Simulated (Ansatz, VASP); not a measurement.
**Two plane-wave programs on AlRu**

Contents of POSCAR:

```
AlRu
1.0
    2.9916000000      0.0000000000      0.0000000000
    0.0000000000      2.9916000000      0.0000000000
    0.0000000000      0.0000000000      2.9916000000
Ru Al
1 1
Direct
    0.5000000000      0.5000000000      0.5000000000
    0.0000000000      0.0000000000      0.0000000000
```

INCAR.step1

```
SYSTEM = AlRu
ALGO = Normal ; EDIFF = 1E-5
ENCUT = 600 ; GGA = PE
ISMEAR = -1 ; LASPH = .True.
LCHARG = .False. ; LREAL = .False.
LWAVE = .True. ; NBANDS = 16
NELM = 60 ; PREC = Accurate
SIGMA = 0.05
```

The input INCAR.step2:

```
SYSTEM = AlRu
AEXX = 1.0 ; AGGAC = 0.0
ALDAC = 0.0 ; ALGO = Normal
EDIFF = 1E-6 ; EDIFFG = -0.01
ENCUT = 600 ; GGA = PE
IBRION = 2 ; ISIF = 3
ISMEAR = -1 ; ISTART = 1
LASPH = .True. ; LCHARG = .False.
LHFCALC = .True. ; LREAL = .False.
LWAVE = .False. ; NELM = 60
NSW = 60 ; PREC = Accurate
PRECFOCK = Normal ; SIGMA = 0.05
```

Contents of KPOINTS:

```
k-points
0
Gamma
  5 5 5
  0 0 0
```

The input input.yaml:

```yaml
crystal:
  lattice:
    - [2.9916, 0.0, 0.0]
    - [0.0, 2.9916, 0.0]
    - [0.0, 0.0, 2.9916]
  atoms:
    - { symbol: Ru, position: [0.5, 0.5, 0.5] }
    - { symbol: Al, position: [0.0, 0.0, 0.0] }
hamiltonian:
  xc: hf
  pseudopotentials: { kind: paw }
kpoints:
  mp_grid: { grid: [5, 5, 5] }
scf:
  occupations: { method: fermi_dirac, width: 0.05 }
output:
  forces: true
  stress: true
  eigenvalues: true
relax:
  f_tol: 0.01
  max_steps: 40
  cell: { stress_tol: 0.05 }
```

Alike in both runs: task relaxation of cell and atoms; functional HF; k mesh 5 × 5 × 5; occupations fermi-dirac, width 0.05 eV; no spin polarisation.

```csv
,VASP,Ansatz
version,VASP 6.6.1,Ansatz 0.2.0
potentials or method,"VASP PAW PBE potentials, release 64 (Ru_pv, Al)",Ansatz PAW
plane-wave cutoff (eV),600,420
valence electrons in the cell,17,19
```

```csv
,VASP,Ansatz,Ansatz less VASP
"gap on the k mesh at the Fermi level, each at its own relaxed structure (eV)",none,none,-
relaxed volume (Å³/atom),13.42,13.39,-0.033
relaxed cell length with the largest relative difference (Å),2.994,2.992,-0.0025
```

VASP's potentials were made for PBE, not for HF. A gap of «none» marks a metal or a gap that the smearing closes. VASP's potentials hold 17 valence electrons a cell and Ansatz's 19, so a difference there can come from the potentials and not from the codes.

The k mesh is coarse, so the values compare programs but aren't converged. Noted on Ansatz's run: the plane-wave basis is chosen anew once the cell has moved, so the energies of steps on either side of that aren't comparable.
